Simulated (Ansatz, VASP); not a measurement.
## One calculation of Al3GaN4, two programs

```
Al Ga N
1.0
     5.04341    0.00000    0.00011
     0.00000    3.13007    0.00000
    -0.00324    0.00000    5.41799
Al Ga N
3 1 4
Direct
  0.50023 0.53230 0.16733
  0.00092 0.51868 0.83481
  0.00109 0.06390 0.33169
  0.49942 0.94192 0.66620
  0.11117 0.01737 0.66633
  0.12245 0.56070 0.16716
  0.62512 0.45895 0.84019
  0.62319 0.03079 0.32629
```

Change from the starting cell: mode 4 (171.0 1/cm) frozen in, largest displacement -0.200 Å.

Alike in both runs: task single point; functional PBEsol; k mesh 6 × 8 × 4; occupations gaussian, width 0.05 eV; no spin polarisation.

|  | VASP | Ansatz |
| --- | --- | --- |
| version | VASP 6.6.1 | Ansatz 0.2.0 |
| potentials or method | VASP PAW PBE potentials, release 64 (Al, Ga_d, N), cutoff 520 eV | scalar-relativistic, plane waves, PAW |
| valence electrons in the cell | 42 | 42 |

VASP gave:

```
gap on the k mesh at the Fermi level (eV)                     : 3.35
least direct gap on the mesh (eV)                             : 3.35
pressure (GPa)                                                : -0.6
traceless stress, the component that is largest in VASP (GPa) : -0.65
rms of the force components (eV/Å)                            : 0.336
```

Question: What did Ansatz give for the same quantities?

Answer: gap on the k mesh at the Fermi level (eV): 3.33; least direct gap on the mesh (eV): 3.33; pressure (GPa): -0.5; traceless stress, the component that is largest in VASP (GPa): -0.63; rms of the force components (eV/Å): 0.336.

VASP's potentials were made for PBE, not for PBEsol. Atom by atom the forces differ by 0.004 eV/Å (rms over components). The functional is the same, so the differences come from potentials, cutoffs and numerics.
